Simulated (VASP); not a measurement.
# GaN (F-43m) in VASP: a series of runs, part 2 of 2

VASP 6.6.1. Earlier steps stand in the parts before.

### Step 3. Single point, LDA

File INCAR:

```
  PREC = Accurate
  ENCUT = 520
  EDIFF = 1E-6
  ISMEAR = 0
  SIGMA = 0.01
  LREAL = False
  LASPH = True
  NELM = 80
  ALGO = Normal
  ISIF = 2
  LWAVE = False
  LCHARG = False
  NBANDS = 16
```

File KPOINTS:

```
regular mesh
0
Gamma
  10 10 10
```

File POSCAR:

```
GaN
1.0
    0.0000000000      2.2277008293      2.2277008293
    2.2277008293      0.0000000000      2.2277008293
    2.2277008293      2.2277008293      0.0000000000
Ga N
1 1
Direct
    0.0000000000      0.0000000000      0.0000000000
    0.7500000000      0.7500000000      0.7500000000
```

Potentials or basis: VASP PAW LDA potentials, release 64 (Ga_d, N).

On the command line:

```
> cat potpaw_LDA.64/Ga_d/POTCAR potpaw_LDA.64/N/POTCAR > POTCAR
> mpirun -np 1 vasp_std > vasp.out
```

OUTCAR:

```text
PREC = Accurate
   ENCUT = 520
   EDIFF = 1E-6
   ISMEAR = 0
   LREAL = False
   LASPH = True
   NELM = 80
   ISIF = 2

 ion  position               nearest neighbor table
   1  0.000  0.000  0.000-   2 1.93   2 1.93   2 1.93   2 1.93
   2  0.750  0.750  0.750-   1 1.93   1 1.93   1 1.93   1 1.93

  LATTYP: Found a face centered cubic cell.
 ALAT       =     4.4554016586

  Lattice vectors:

 A1 = (   0.0000000000,   2.2277008293,   2.2277008293)
 A2 = (   2.2277008293,   0.0000000000,   2.2277008293)
 A3 = (   2.2277008293,   2.2277008293,   0.0000000000)

Analysis of symmetry for initial positions (statically):
=====================================================================
 Subroutine PRICEL returns:
 Original cell was already a primitive cell.

 Routine SETGRP: Setting up the symmetry group for a
 face centered cubic supercell.

 Subroutine GETGRP returns: Found 24 space group operations
 (whereof 24 operations were pure point group operations)
 out of a pool of 48 trial point group operations.

The static configuration has the point symmetry T_d .

Analysis of symmetry for dynamics (positions and initial velocities):
=====================================================================
 Subroutine PRICEL returns:
 Original cell was already a primitive cell.

 Routine SETGRP: Setting up the symmetry group for a
 face centered cubic supercell.

 Subroutine GETGRP returns: Found 24 space group operations
 (whereof 24 operations were pure point group operations)
 out of a pool of 48 trial point group operations.

The dynamic configuration has the point symmetry T_d .

 Subroutine INISYM returns: Found 24 space group operations
 (whereof 24 operations are pure point group operations),
 and found     1 'primitive' translations

----------------------------------------------------------------------------------------

                                     Primitive cell

  volume of cell :      22.1106

  direct lattice vectors                    reciprocal lattice vectors
     0.000000000  2.227700829  2.227700829    -0.224446655  0.224446655  0.224446655
     2.227700829  0.000000000  2.227700829     0.224446655 -0.224446655  0.224446655
     2.227700829  2.227700829  0.000000000     0.224446655  0.224446655 -0.224446655

  length of vectors
     3.150444726  3.150444726  3.150444726     0.388753010  0.388753010  0.388753010

  position of ions in fractional coordinates (direct lattice)
     0.000000000  0.000000000  0.000000000
     0.750000000  0.750000000  0.750000000

  ion indices of the primitive-cell ions
   primitive index   ion index
                 1           1
                 2           2

----------------------------------------------------------------------------------------

 KPOINTS: regular mesh

Automatic generation of k-mesh.
 Grid dimensions read from file:
 generate k-points for:   10   10   10

 Generating k-lattice:

  Cartesian coordinates                     Fractional coordinates (reciprocal lattice)
    -0.022444666  0.022444666  0.022444666     0.100000000  0.000000000  0.000000000
     0.022444666 -0.022444666  0.022444666     0.000000000  0.100000000  0.000000000
     0.022444666  0.022444666 -0.022444666     0.000000000  0.000000000  0.100000000

  Length of vectors
     0.038875301  0.038875301  0.038875301

  Shift w.r.t. Gamma in fractional coordinates (k-lattice)
     0.000000000  0.000000000  0.000000000

 Subroutine IBZKPT returns following result:
 ===========================================

 Found     47 irreducible k-points:

 Following reciprocal coordinates:
            Coordinates               Weight
  0.000000  0.000000  0.000000      1.000000
  0.100000  0.000000  0.000000      8.000000
  0.200000  0.000000  0.000000      8.000000
  0.300000  0.000000  0.000000      8.000000
  0.400000  0.000000  0.000000      8.000000
  0.500000  0.000000  0.000000      4.000000
[... 16 lines left out ...]
  0.300000  0.300000  0.000000      6.000000
  0.400000  0.300000  0.000000     24.000000
 [... further k-points ...]
   k-points           NKPTS =     47   k-points in BZ     NKDIM =     47   number of bands    NBANDS=     16
   number of dos      NEDOS =    301   number of ions     NIONS =      2
   total plane-waves  NPLWV =  13824
   dimension x,y,z NGX =    24 NGY =   24 NGZ =   24
   dimension x,y,z NGXF=    48 NGYF=   48 NGZF=   48
   ions per type =               1   1
   NGX,Y,Z   is equivalent  to a cutoff of  12.66, 12.66, 12.66 a.u.
   NGXF,Y,Z  is equivalent  to a cutoff of  25.33, 25.33, 25.33 a.u.
 SYSTEM =  unknown system
   PREC   = accura    normal or accurate (medium, high low for compatibility)
   ISTART =      0    job   : 0-new  1-cont  2-samecut
   ICHARG =      2    charge: 1-file 2-atom 10-const
   ISPIN  =      1    spin polarized calculation?
   LNONCOLLINEAR =      F non collinear calculations
   LSORBIT =      F    spin-orbit coupling
   LASPH  =      T    aspherical Exc in radial PAW
   ENCUT  =  520.0 eV  38.22 Ry    6.18 a.u.   5.86  5.86  5.86*2*pi/ulx,y,z
   NELM   =     80;   NELMIN=  2; NELMDL= -5     # of ELM steps
   EDIFF  = 0.1E-05   stopping-criterion for ELM
   LREAL  =      F    real-space projection
   EDIFFG = 0.1E-04   stopping-criterion for IOM
   NSW    =      0    number of steps for IOM
   IBRION =     -1    ionic relax: 0-MD 1-quasi-New 2-CG
   NFREE  =      0    steps in history (QN), initial steepest desc. (CG)
   ISIF   =      2    stress and relaxation
   ISYM   =      2    0-nonsym 1-usesym 2-fastsym
   POTIM  = 0.5000    time-step for ionic-motion
   TEBEG  =    0.0;   TEEND  =   0.0 temperature during run
   PSTRESS=    0.0 pullay stress
   NELECT =      18.0000    total number of electrons
   NUPDOWN=      -1.0000    fix difference up-down
   EMIN   =  10.00;   EMAX   =-10.00  energy-range for DOS
   EFERMI =   0.00;   METHOD = LEGACY
   ISMEAR =     0;   SIGMA  =   0.01  broadening in eV -4-tet -1-fermi 0-gaus
   EFERMI_NEDOS =   21; number of points for ismear=-14 and -15
   IALGO  =     38    algorithm
   IMIX   =      4    mixing-type and parameters
     AMIX     =   0.40;   BMIX     =  1.00
     AMIX_MAG =   1.60;   BMIX_MAG =  1.00
  volume/ion in A,a.u.               =      11.06        74.60
  Fermi-wavevector in a.u.,A,eV,Ry     =   1.528617  2.888668 31.792341  2.336671
  Thomas-Fermi vector in A             =   2.636351
   LORBIT       =      0    0 simple, 1 ext, 2 COOP (PROOUT), +10 PAW based schemes
   GGA     = CA    functional components
   LHFCALC =     F    Hartree Fock is set to
   AEXX    =    0.0000 exact exchange contribution
   IVDW    =     0    specifies the selected vdW correction
   LEPSILON=     F    determine dielectric tensor
   LRPA    =     F    only Hartree local field effects (RPA)
 non-spin polarized calculation
 Gauss-broadening in eV      SIGMA  =   0.01
  energy-cutoff  :      520.00
  volume of cell :       22.11
 maximum number of plane-waves:       610
   NGX = 11   NGY = 11   NGZ = 11

 number of electron      18.0000015 magnetization

 Free energy of the ion-electron system (eV)
  ---------------------------------------------------
  ext. energy  EPLUGINS =         0.00000000
  ---------------------------------------------------
  free energy    TOTEN  =       -13.94379212 eV

  energy without entropy =      -13.94379212  energy(sigma->0) =      -13.94379212

 E-fermi :   5.4939     XC(G=0): -12.3037

 val. band max:        5.4192781125   @ k =   0.0000   0.0000   0.0000
 cond. band min:       7.3913214762   @ k =   0.0000   0.0000   0.0000
 fundamental gap:      1.9720433637
 Fermi energy:         5.4938525231

 k-point     1 :       0.0000    0.0000    0.0000
  band No.  band energies     occupation
      1     -10.6885      2.00000
      2      -8.1711      2.00000
      3      -8.1711      2.00000
      4      -8.1711      2.00000
      5      -7.8169      2.00000
      6      -7.8169      2.00000
[... 8 lines left out ...]
     15      24.3619      0.00000
     16      24.3619      0.00000

 k-point     2 :       0.1000    0.0000    0.0000
  band No.  band energies     occupation
      1     -10.5687      2.00000
      2      -8.1561      2.00000
      3      -8.1561      2.00000
      4      -8.1332      2.00000
      5      -7.8184      2.00000
      6      -7.8184      2.00000
[... 8 lines left out ...]
     15      23.0800      0.00000
     16      23.0800      0.00000
[... 387 lines left out ...]
      5      -7.7612      2.00000
      6      -7.3300      2.00000
[... 8 lines left out ...]
     15      27.7314      0.00000
     16      28.3190      0.00000

 k-point    24 :       0.4000    0.3000    0.0000
  band No.  band energies     occupation
      1      -9.6406      2.00000
      2      -8.0367      2.00000
      3      -7.9240      2.00000
      4      -7.9227      2.00000
      5      -7.7500      2.00000
      6      -6.8253      2.00000
[... 8 lines left out ...]
     15      28.1210      0.00000
     16      28.1549      0.00000

 [... further k-points ...]
[... 5 lines left out ...]
  --------------------------------------------------------------------------------------
  -------------------------------------------------------------------------------------
  Total        0.1548302      0.1548302      0.1548302     -0.0000000      0.0000000     -0.0000000
  in kB       11.2192944     11.2192944     11.2192944     -0.0000000      0.0000000     -0.0000000
  external PRESSURE =      11.2192944 kB  Pullay stress =       0.0000000 kB

 VOLUME and BASIS-vectors are now :
 -----------------------------------------------------------------------------
  energy-cutoff  :      520.00
  volume of cell :       22.11
      direct lattice vectors                 reciprocal lattice vectors
     0.000000000  2.227700829  2.227700829    -0.224446655  0.224446655  0.224446655
     2.227700829  0.000000000  2.227700829     0.224446655 -0.224446655  0.224446655
     2.227700829  2.227700829  0.000000000     0.224446655  0.224446655 -0.224446655

 POSITION                                       TOTAL-FORCE (eV/Angst)
 -----------------------------------------------------------------------------------
      0.00000      0.00000      0.00000         0.000000      0.000000      0.000000
      3.34155      3.34155      3.34155        -0.000000     -0.000000     -0.000000
 -----------------------------------------------------------------------------------
    total drift:                               -0.000002     -0.000002     -0.000002

  FREE ENERGIE OF THE ION-ELECTRON SYSTEM (eV)
  ---------------------------------------------------
  free  energy   TOTEN  =       -13.9437921184 eV

  energy  without entropy=      -13.9437921184  energy(sigma->0) =      -13.94379212
```

OSZICAR:

```text
N       E                     dE             d eps       ncg     rms          rms(c)
DAV:   1     0.786792669371E+02    0.78679E+02   -0.93837E+03  1696   0.205E+03
DAV:   2    -0.106603694709E+02   -0.89340E+02   -0.83510E+02  1760   0.327E+02
DAV:   3    -0.159672210380E+02   -0.53069E+01   -0.52922E+01  1720   0.671E+01
DAV:   4    -0.160222808444E+02   -0.55060E-01   -0.55052E-01  1928   0.721E+00
DAV:   5    -0.160229529006E+02   -0.67206E-03   -0.67205E-03  1776   0.729E-01    0.762E+00
DAV:   6    -0.140008492128E+02    0.20221E+01   -0.49407E+00  2256   0.413E+01    0.268E+00
DAV:   7    -0.139719623060E+02    0.28887E-01   -0.25169E-01  1688   0.596E+00    0.169E+00
DAV:   8    -0.139468995107E+02    0.25063E-01   -0.66638E-02  1792   0.272E+00    0.691E-01
DAV:   9    -0.139437951964E+02    0.31043E-02   -0.10989E-02  2016   0.224E+00    0.197E-01
DAV:  10    -0.139438731551E+02   -0.77959E-04   -0.14723E-03  1880   0.521E-01    0.865E-02
DAV:  11    -0.139437900713E+02    0.83084E-04   -0.23190E-04  2296   0.262E-01    0.108E-02
DAV:  12    -0.139437921966E+02   -0.21253E-05   -0.19017E-05  1680   0.395E-02    0.342E-03
DAV:  13    -0.139437921184E+02    0.78264E-07   -0.35494E-07  1080   0.145E-02
   1 F= -.13943792E+02 E0= -.13943792E+02  d E =-.119044E-28
```

stdout:

```text
POSCAR found type information on POSCAR GaN
 POSCAR found :  2 types and       2 ions
 scaLAPACK will be used
 LDA part: xc-table for (Slater(with rela. corr.)+CA(PZ))
 , standard interpolation
 POSCAR, INCAR and KPOINTS ok, starting setup
 FFT: planning ... GRIDC
 FFT: planning ... GRID_SOFT
 FFT: planning ... GRID
 WAVECAR not read
 entering main loop
```

It took 6.5 s on 1 thread of Intel Xeon Platinum 8559C (Emerald Rapids), shared host; peak memory 0.13 GiB.

What came out:

```yaml
Free_energy: -13.9438 eV
Pressure: 1.1 GPa
Band_gap_on_the_k_mesh: 1.97 eV, direct
```

A hybrid or GW would open this gap; LDA tends to underestimate it.

### Step 4. Relaxation of cell and atoms, LDA

File INCAR:

```
SYSTEM = GaN
PREC = Accurate
ENCUT = 600
EDIFF = 1E-7
ISMEAR = 0
SIGMA = 0.01
LREAL = .FALSE.
LASPH = .TRUE.
NELM = 60
ALGO = Normal
ISIF = 3
LWAVE = .FALSE.
LCHARG = .FALSE.
GGA = CA
IBRION = 2
NSW = 80
EDIFFG = -0.001
```

File KPOINTS:

```
Automatic mesh
0
G
  10 10 10
  0 0 0
```

POSCAR is that of step 3.

On the command line:

```
> cat potpaw_LDA.64/Ga_d/POTCAR potpaw_LDA.64/N/POTCAR > POTCAR
> mpirun -np 1 vasp_std > vasp.out
```

It took 23 s on 1 thread of Intel Xeon Platinum 8559C (Emerald Rapids), shared host; peak memory 0.16 GiB.

The run converged. Its results:

```
Free energy                            : -13.9444 eV
Relaxed volume                         : 11.11 Å³/atom
Relaxed cell                           : a = 3.156 Å, b = 3.156 Å, c = 3.156 Å, α = 60.00°, β = 60.00°, γ = 60.00°
Space group after relaxing (to 0.05 Å) : F-43m (No. 216)
Energy gained by relaxing              : 0.2 meV/atom
Ionic steps                            : 3
Pressure after relaxing                : 0.0 GPa
Band gap on the k mesh                 : 1.94 eV, direct
```

The path:
| step | energy change (eV) | largest force (eV/Å) | pressure (GPa) | volume (Å³) |
| --- | --- | --- | --- | --- |
| 1 | 0.0000 | 0.0000 | 0.99 | 22.11 |
| 2 | 0.0000 | 0.0000 | -1.00 | 22.33 |
| 3 | -0.0003 | 0.0000 | 0.00 | 22.22 |

Final structure:
```xyz
2
Lattice="0.0000 2.2314 2.2314 2.2314 0.0000 2.2314 2.2314 2.2314 0.0000" Properties=species:S:1:pos:R:3 pbc="T T T"
Ga    0.0000    0.0000    0.0000
N     3.3471    3.3471    3.3471
```

Levels at points of the mesh, in eV from the valence-band top:
| k point | band 6 | band 7 | band 8 | band 9 | band 10 | band 11 | band 12 | band 13 |
| --- | --- | --- | --- | --- | --- | --- | --- | --- |
| (0.00, 0.00, 0.00) | -13.24 | 0.00 | 0.00 | 0.00 | 1.94 | 10.29 | 10.29 | 10.29 |
| (0.50, 0.00, 0.00) | -11.86 | -7.32 | -1.02 | -1.02 | 4.75 | 8.74 | 10.36 | 10.36 |
| (0.50, 0.50, 0.00) | -11.38 | -6.33 | -2.84 | -2.84 | 3.26 | 6.66 | 11.71 | 14.07 |

A hybrid or GW would open this gap; LDA tends to underestimate it.

### Step 5. The runs side by side

| task | cell | cutoff (eV) | smearing | gap on the mesh (eV) | pressure (GPa) |
| --- | --- | --- | --- | --- | --- |
| single point | a = 3.150 Å, angles 60.0°, 2 atoms | 520 | gaussian 0.02 eV | 1.97 | 1.1 |
| single point | a = 3.150 Å, angles 60.0°, 2 atoms | 520 | gaussian 0.01 eV | 1.97 | 1.1 |
| relaxation of cell and atoms | relaxed from a = 3.150 Å, angles 60.0°, 2 atoms | 600 | gaussian 0.01 eV | 1.94 | 0.0 |

Alike in all rows: level LDA; potentials or basis VASP PAW LDA potentials, release 64 (Ga_d, N); no spin polarisation; k mesh 10 × 10 × 10.

Total energies depend on the potentials used, so only differences within one code and one set of settings carry meaning.
